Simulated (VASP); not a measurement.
# Nb2B3C (P6/mmm) in VASP: notebook, part 2 of 2

VASP 6.6.1. The steps go on from the part before.

## Step 4: Single point, PBE

This run uses another cell than the first one, of 11.50 Å³/atom.

Input file INCAR:

```
ALGO     = Normal         # electronic algorithm
EDIFF    = 1E-6           # SCF threshold, eV
ENCUT    = 520            # plane-wave cutoff, eV
GGA      = PE             # functional
ISIF     = 2              # what is computed and relaxed
ISMEAR   = 0              # smearing method
LASPH    = T              # aspherical terms in the spheres
LCHARG   = F              # write CHGCAR
LREAL    = F              # projectors in reciprocal space
LWAVE    = F              # write WAVECAR
NBANDS   = 28             # bands
NELM     = 80             # most SCF steps
PREC     = Accurate       # precision mode
SIGMA    = 0.1            # smearing width, eV
```

Input file KPOINTS:

```
k-points
0
Gamma
  12 12 10
```

Input file POSCAR:

```
Nb2B3C
1.0
    4.4485543948      0.0000000000      0.0000000000
   -2.2242771974      3.8525611161      0.0000000000
    0.0000000000      0.0000000000      4.0263180152
Nb B C
2 3 1
Direct
    0.3333333333      0.6666666667      0.0000000000
    0.6666666667      0.3333333333      0.0000000000
    0.5000000000      0.0000000000      0.5000000000
    0.0000000000      0.5000000000      0.5000000000
    0.5000000000      0.5000000000      0.5000000000
    0.0000000000      0.0000000000      0.0000000000
```

Launch:

```sh
> cat potpaw_PBE.64/Nb_sv/POTCAR potpaw_PBE.64/B/POTCAR potpaw_PBE.64/C/POTCAR > POTCAR
> mpirun -np 1 vasp_std > vasp.out
```

Wall time 1.7 min (1 thread of Intel Xeon 6975P-C (Granite Rapids), shared host); peak memory 0.32 GiB.

Results (log left out):

| Property | Result |
| --- | --- |
| Free energy | -44.1341 eV |
| Pressure | -0.3 GPa |
| Band gap on the k mesh | zero (an odd number of electrons rules out a gap without spin polarisation) |

Stress tensor (GPa, compression positive):
```
-0.21  0.00  0.00
 0.00 -0.21  0.00
 0.00  0.00 -0.40
```

Levels at points of the mesh, in eV from the Fermi level:
| k point | band 15 | band 16 | band 17 | band 18 | band 19 | band 20 | band 21 | band 22 | band 23 | band 24 |
| --- | --- | --- | --- | --- | --- | --- | --- | --- | --- | --- |
| (0.00, 0.00, 0.00) | -3.32 | -2.79 | -2.64 | -2.64 | 0.16 | 0.16 | 0.47 | 1.54 | 1.54 | 1.55 |
| (0.50, 0.00, 0.00) | -3.71 | -3.08 | -2.53 | -2.11 | -1.96 | 0.58 | 1.50 | 1.82 | 2.11 | 2.97 |
| (0.00, 0.00, 0.50) | -3.76 | -3.76 | -2.77 | -2.77 | -0.74 | -0.74 | -0.66 | 0.50 | 1.78 | 4.19 |
| (0.50, 0.00, 0.50) | -3.44 | -2.80 | -1.91 | -0.81 | -0.55 | 0.04 | 0.39 | 0.57 | 2.22 | 2.58 |

Caveat: an odd number of electrons without spin polarisation forces a metal; a magnetic or distorted state may lie lower.

## Step 5: Relaxation of cell and atoms, PBE

Input file INCAR:

```
PREC = Accurate
ENCUT = 600
EDIFF = 1E-6
ISMEAR = 0
SIGMA = 0.1
LREAL = False
LASPH = True
NELM = 60
ALGO = Normal
ISIF = 3
LWAVE = False
LCHARG = False
GGA = PE
IBRION = 2
NSW = 90
EDIFFG = -0.04
```

Input file KPOINTS:

```
Automatic mesh
0
Gamma
  6 6 6
```

Input file POSCAR:

```
Nb2B3C
1.0
    4.7106728200      0.0000000000      0.0000000000
   -2.3553364100      4.0795623300      0.0000000000
    0.0000000000      0.0000000000      3.3692947100
Nb B C
2 3 1
Direct
    0.3333333300      0.6666666700      0.0000000000
    0.6666666700      0.3333333300      0.0000000000
    0.5000000000      0.0000000000      0.5000000000
    0.0000000000      0.5000000000      0.5000000000
    0.5000000000      0.5000000000      0.5000000000
    0.0000000000      0.0000000000      0.0000000000
```

Potentials or basis: VASP PAW PBE potentials, release 64 (Nb_sv, B, C).

Launch:

```sh
> cat potpaw_PBE.64/Nb_sv/POTCAR potpaw_PBE.64/B/POTCAR potpaw_PBE.64/C/POTCAR > POTCAR
> mpirun -np 1 vasp_std > vasp.out
```

OUTCAR:

```text
PREC = Accurate
   ENCUT = 600
   EDIFF = 1E-6
   ISMEAR = 0
   LREAL = False
   LASPH = True
   NELM = 60
   ISIF = 3
   GGA = PE
   IBRION = 2
   NSW = 90
   EDIFFG = -0.04

 ion  position               nearest neighbor table
   1  0.333  0.667  0.000-   3 2.17   3 2.17   4 2.17   4 2.17   5 2.17   5 2.17   2 2.72   2 2.72
                             2 2.72
   2  0.667  0.333  0.000-   3 2.17   3 2.17   4 2.17   4 2.17   5 2.17   5 2.17   1 2.72   1 2.72
                             1 2.72
   3  0.500  0.000  0.500-   1 2.17   2 2.17   1 2.17   2 2.17
   4  0.000  0.500  0.500-   1 2.17   2 2.17   1 2.17   2 2.17
   5  0.500  0.500  0.500-   1 2.17   2 2.17   1 2.17   2 2.17
   6  0.000  0.000  0.000-

  LATTYP: Found a hexagonal cell.
 ALAT       =     4.7106728200
 C/A-ratio  =     0.7152470228

  Lattice vectors:

 A1 = (   4.7106728200,   0.0000000000,   0.0000000000)
 A2 = (  -2.3553364100,   4.0795623300,   0.0000000000)
 A3 = (   0.0000000000,   0.0000000000,   3.3692947100)

Analysis of symmetry for initial positions (statically):
=====================================================================
 Subroutine PRICEL returns:
 Original cell was already a primitive cell.

 Routine SETGRP: Setting up the symmetry group for a
 hexagonal supercell.

 Subroutine GETGRP returns: Found 24 space group operations
 (whereof 24 operations were pure point group operations)
 out of a pool of 24 trial point group operations.

The static configuration has the point symmetry D_6h.

Analysis of symmetry for dynamics (positions and initial velocities):
=====================================================================
 Subroutine PRICEL returns:
 Original cell was already a primitive cell.

 Routine SETGRP: Setting up the symmetry group for a
 hexagonal supercell.

[... 153 lines left out ...]

 number of electron      38.9999999 magnetization

 Free energy of the ion-electron system (eV)
  ---------------------------------------------------
  ext. energy  EPLUGINS =         0.00000000
  ---------------------------------------------------
  free energy    TOTEN  =       -42.54763783 eV

  energy without entropy =      -42.53088308  energy(sigma->0) =      -42.53926045

------------------------ aborting loop because EDIFF is reached ----------------------------------------

  FORCE on cell =-STRESS in cart. coord.  units (eV):
  Direction    XX          YY          ZZ          XY          YZ          ZX
  --------------------------------------------------------------------------------------
  -------------------------------------------------------------------------------------
  Total        9.6272837      9.6272837     19.6779282      0.0000000     -0.0000000     -0.0000000
  in kB      238.2203386    238.2203385    486.9164407      0.0000000     -0.0000000     -0.0000000
  external PRESSURE =     321.1190393 kB  Pullay stress =       0.0000000 kB
[... 101 lines left out ...]
  FREE ENERGIE OF THE ION-ELECTRON SYSTEM (eV)
  ---------------------------------------------------
  free  energy   TOTEN  =       -43.5431307906 eV

  energy  without entropy=      -43.5318829995  energy(sigma->0) =      -43.53750690

[... ionic steps 4 to 9 ...]

--------------------------------------- Ionic step       10  -------------------------------------------

 number of electron      38.9999999 magnetization

------------------------ aborting loop because EDIFF is reached ----------------------------------------
[... 75 lines left out ...]
--------------------------------------- Ionic step       12  -------------------------------------------

 number of electron      38.9999999 magnetization

 Free energy of the ion-electron system (eV)
  ---------------------------------------------------
  ext. energy  EPLUGINS =         0.00000000
  ---------------------------------------------------
  free energy    TOTEN  =       -44.15579681 eV

  energy without entropy =      -44.15094046  energy(sigma->0) =      -44.15336864

 E-fermi :   8.6278     XC(G=0): -11.9309

 val. band max:        8.6063886482   @ k =   0.5000   0.0000   0.5000
 cond. band min:       8.6528566114   @ k =   0.3333   0.3333   0.3333
 fundamental gap:      0.0464679632
 Fermi energy:         8.6277692223

 k-point     1 :       0.0000    0.0000    0.0000
  band No.  band energies     occupation
      1     -46.3061      2.00000
      2     -45.8126      2.00000
      3     -22.9725      2.00000
      4     -22.9725      2.00000
      5     -22.5018      2.00000
      6     -22.0204      2.00000
[... 613 lines left out ...]
     22       9.5573      0.00000
     23      10.8805      0.00000

 [... further k-points ...]

------------------------ aborting loop because EDIFF is reached ----------------------------------------

  FORCE on cell =-STRESS in cart. coord.  units (eV):
  Direction    XX          YY          ZZ          XY          YZ          ZX
  --------------------------------------------------------------------------------------
  -------------------------------------------------------------------------------------
  Total        0.0450160      0.0450160     -0.2295869      0.0000000      0.0000000      0.0000000
  in kB        1.0458323      1.0458323     -5.3338658      0.0000000      0.0000000      0.0000000
  external PRESSURE =      -1.0807337 kB  Pullay stress =       0.0000000 kB
[... 21 lines left out ...]
  FREE ENERGIE OF THE ION-ELECTRON SYSTEM (eV)
  ---------------------------------------------------
  free  energy   TOTEN  =       -44.1557968121 eV

  energy  without entropy=      -44.1509404608  energy(sigma->0) =      -44.15336864

 reached required accuracy - stopping structural energy minimisation
```

It took 5.1 min on 1 thread of Intel Xeon 6975P-C (Granite Rapids), shared host; peak memory 0.24 GiB.

What came out:

| Property | Result |
| --- | --- |
| Free energy | -44.1558 eV |
| Relaxed volume | 11.49 Å³/atom |
| Relaxed cell | a = 4.454 Å, b = 4.454 Å, c = 4.013 Å, α = 90.00°, β = 90.00°, γ = 120.00° |
| Space group after relaxing (to 0.1 Å) | P6/mmm (No. 191) |
| Energy gained by relaxing | 268.0 meV/atom |
| Ionic steps | 12 |
| Pressure after relaxing | -0.1 GPa |
| Band gap on the k mesh | zero (an odd number of electrons rules out a gap without spin polarisation) |

Stress tensor (GPa, compression positive):
```
 0.10  0.00  0.00
 0.00  0.10  0.00
 0.00  0.00 -0.53
```

Step by step:
| step | energy change (eV) | largest force (eV/Å) | pressure (GPa) | volume (Å³) |
| --- | --- | --- | --- | --- |
| 1 | 0.0000 | 0.0000 | 32.11 | 64.75 |
| 2 | 0.0284 | 0.0000 | -22.90 | 87.05 |
| 3 | -0.9955 | 0.0000 | -2.37 | 74.86 |
| 4 | -0.9962 | 0.0000 | -1.82 | 74.64 |
| 5 | -1.1384 | 0.0000 | -2.58 | 73.91 |
| 6 | -1.5178 | 0.0000 | -3.77 | 71.41 |
| 7 | -0.7136 | 0.0000 | 10.03 | 65.06 |
| 8 | -1.5887 | 0.0000 | -3.42 | 70.46 |
| 9 | -1.5979 | 0.0000 | -2.86 | 69.88 |
| 10 | -1.5979 | 0.0000 | -3.04 | 70.05 |
| 11 | -1.5310 | 0.0000 | 8.99 | 66.06 |
| 12 | -1.6082 | 0.0000 | -0.11 | 68.96 |

Final structure:
```
CELL_PARAMETERS angstrom
4.45449 0.00000 0.00000
-2.22725 3.85770 0.00000
0.00000 0.00000 4.01318
ATOMIC_POSITIONS crystal
Nb 0.33333 0.66667 0.00000
Nb 0.66667 0.33333 0.00000
B 0.50000 0.00000 0.50000
B 0.00000 0.50000 0.50000
B 0.50000 0.50000 0.50000
C 0.00000 0.00000 0.00000
```

Caveat: a cell axis changed by over 15 % at a fixed basis, so the end point is rough; an odd number of electrons without spin polarisation forces a metal; a magnetic or distorted state may lie lower.

## Step 6: Relaxation of cell and atoms, PBE

This run uses another cell than the first one, of 11.51 Å³/atom.

Input file INCAR:

```
SYSTEM = Nb2B3C
ALGO = Normal ; EDIFF = 1E-6
EDIFFG = -0.01 ; ENCUT = 600
GGA = PE ; IBRION = 2
ISIF = 3 ; ISMEAR = 0
LASPH = .TRUE. ; LCHARG = .FALSE.
LREAL = .FALSE. ; LWAVE = .FALSE.
NELM = 60 ; NSW = 100
PREC = Accurate ; SIGMA = 0.1
```

Input file KPOINTS:

```
k-points
0
G
  12 12 10
  0 0 0
```

Input file POSCAR:

```
Nb2B3C
1.0
    4.4602274605      0.0000000000      0.0000000000
   -2.2301137302      3.8626702874      0.0000000000
    0.0000000000      0.0000000000      4.0081867643
Nb B C
2 3 1
Direct
    0.3333333333      0.6666666667      0.0000000000
    0.6666666667      0.3333333333      0.0000000000
    0.5000000000      0.0000000000      0.5000000000
    0.0000000000      0.5000000000      0.5000000000
    0.5000000000      0.5000000000      0.5000000000
    0.0000000000      0.0000000000      0.0000000000
```

Potentials or basis: VASP PAW PBE potentials, release 64 (Nb_sv, B, C).

Launch:

```sh
> cat potpaw_PBE.64/Nb_sv/POTCAR potpaw_PBE.64/B/POTCAR potpaw_PBE.64/C/POTCAR > POTCAR
> mpirun -np 1 vasp_std > vasp.out
```

Wall time 3.1 min (1 thread of Intel Xeon 6975P-C (Granite Rapids), shared host); peak memory 0.36 GiB.

Results (log left out):

```
Free energy                           : -44.1360 eV
Relaxed volume                        : 11.49 Å³/atom
Relaxed cell                          : a = 4.448 Å, b = 4.448 Å, c = 4.024 Å, α = 90.00°, β = 90.00°, γ = 120.00°
Space group after relaxing (to 0.1 Å) : P6/mmm (No. 191)
Energy gained by relaxing             : 0.2 meV/atom
Ionic steps                           : 3
Pressure after relaxing               : -0.1 GPa
Band gap on the k mesh                : zero (an odd number of electrons rules out a gap without spin polarisation)
```

The path:
```
step  energy change (eV)  largest force (eV/Å)  pressure (GPa)  volume (Å³)
   1              0.0000                0.0000           -0.11        69.05
   2             -0.0012                0.0000           -0.09        68.98
   3             -0.0014                0.0000           -0.08        68.94
```

Final structure:
```
CELL_PARAMETERS angstrom
4.44769 0.00000 0.00000
-2.22385 3.85181 0.00000
0.00000 0.00000 4.02409
ATOMIC_POSITIONS crystal
Nb 0.33333 0.66667 0.00000
Nb 0.66667 0.33333 0.00000
B 0.50000 0.00000 0.50000
B 0.00000 0.50000 0.50000
B 0.50000 0.50000 0.50000
C 0.00000 0.00000 0.00000
```

Levels at points of the mesh, in eV from the Fermi level:
```
           k point  band 16  band 17  band 18  band 19  band 20  band 21  band 22  band 23
(0.00, 0.00, 0.00)    -2.78    -2.64    -2.64     0.16     0.16     0.47     1.54     1.54
(0.50, 0.00, 0.00)    -3.08    -2.53    -2.11    -1.96     0.58     1.50     1.82     2.11
(0.00, 0.00, 0.50)    -3.76    -2.77    -2.77    -0.74    -0.74    -0.66     0.50     1.79
(0.50, 0.00, 0.50)    -2.80    -1.91    -0.81    -0.55     0.04     0.39     0.57     2.22
```

Caveat: an odd number of electrons without spin polarisation forces a metal; a magnetic or distorted state may lie lower.

## Step 7: Summary

| task | cell | k mesh | cutoff (eV) | gap on the mesh (eV) | pressure (GPa) | relaxed volume (Å³/atom) |
| --- | --- | --- | --- | --- | --- | --- |
| single point | a = 4.711, b = 4.711, c = 3.369 Å, angles 90.0, 90.0, 120.0°, 6 atoms | 6 × 6 × 6 | 520 | none | 32.1 | - |
| single point | a = 4.460, b = 4.460, c = 4.008 Å, angles 90.0, 90.0, 120.0°, 6 atoms | 6 × 6 × 6 | 520 | none | -0.2 | - |
| single point | a = 4.449, b = 4.449, c = 4.026 Å, angles 90.0, 90.0, 120.0°, 6 atoms | 12 × 12 × 10 | 520 | none | -0.3 | - |
| relaxation of cell and atoms | relaxed from a = 4.711, b = 4.711, c = 3.369 Å, angles 90.0, 90.0, 120.0°, 6 atoms | 6 × 6 × 6 | 600 | none | -0.1 | 11.49 |
| relaxation of cell and atoms | relaxed from a = 4.460, b = 4.460, c = 4.008 Å, angles 90.0, 90.0, 120.0°, 6 atoms | 12 × 12 × 10 | 600 | none | -0.1 | 11.49 |

Alike in all rows: level PBE; potentials or basis VASP PAW PBE potentials, release 64 (Nb_sv, B, C); no spin polarisation; smearing gaussian 0.1 eV.

Caveats: an odd number of electrons without spin polarisation forces a metal; a magnetic or distorted state may lie lower; the stress differs along the axes, from 24 to 49 GPa (at least some runs); a cell axis changed by over 15 % at a fixed basis, so the end point is rough (at least some runs).

Absolute energies hang on the potentials; compare differences alone.

The gap in the log of VASP goes by the Fermi energy; the results here count the filled bands.